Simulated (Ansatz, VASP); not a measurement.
## MgSe2 in VASP and in Ansatz

```xyz
12
Lattice="6.4434 0.0000 0.0000 0.0000 6.4434 0.0000 0.0000 0.0000 6.4434" Properties=species:S:1:pos:R:3 pbc="T T T"
Mg    3.2217    3.2217    0.0000
Mg    3.2217    0.0000    3.2217
Mg    0.0000    3.2217    3.2217
Mg    0.0000    0.0000    0.0000
Se    0.6859    5.7575    2.5358
Se    5.7575    2.5358    0.6859
Se    2.5358    0.6859    5.7575
Se    3.9076    3.9076    3.9076
Se    5.7575    0.6859    3.9076
Se    0.6859    3.9076    5.7575
Se    3.9076    5.7575    0.6859
Se    2.5358    2.5358    2.5358
```

Alike in both runs: task single point; functional r2SCAN; dispersion rVV10; k mesh 4 × 4 × 4; occupations fermi-dirac, width 0.03 eV; no spin polarisation.

|  | VASP | Ansatz |
| --- | --- | --- |
| version | VASP 6.6.1 | Ansatz 0.2.0 |
| potentials or method | VASP PAW PBE potentials, release 64 (Mg, Se) | plane waves, PAW |
| plane-wave cutoff (eV) | 520 | 500 |
| valence electrons in the cell | 56 | 168 |

|  | VASP | Ansatz | Ansatz less VASP |
| --- | --- | --- | --- |
| gap on the k mesh at the Fermi level (eV) | 2.06 | 2.07 | +0.009 |
| pressure (GPa) | -0.1 | 0.0 | +0.07 |
| rms of the force components (eV/Å) | 0.010 | 0.000 | -0.0095 |

VASP's potentials were made for PBE, not for r2SCAN. Atom by atom the forces differ by 0.010 eV/Å (rms over components). VASP's potentials hold 56 valence electrons a cell and Ansatz's 168, so a difference there can come from the potentials and not from the codes.
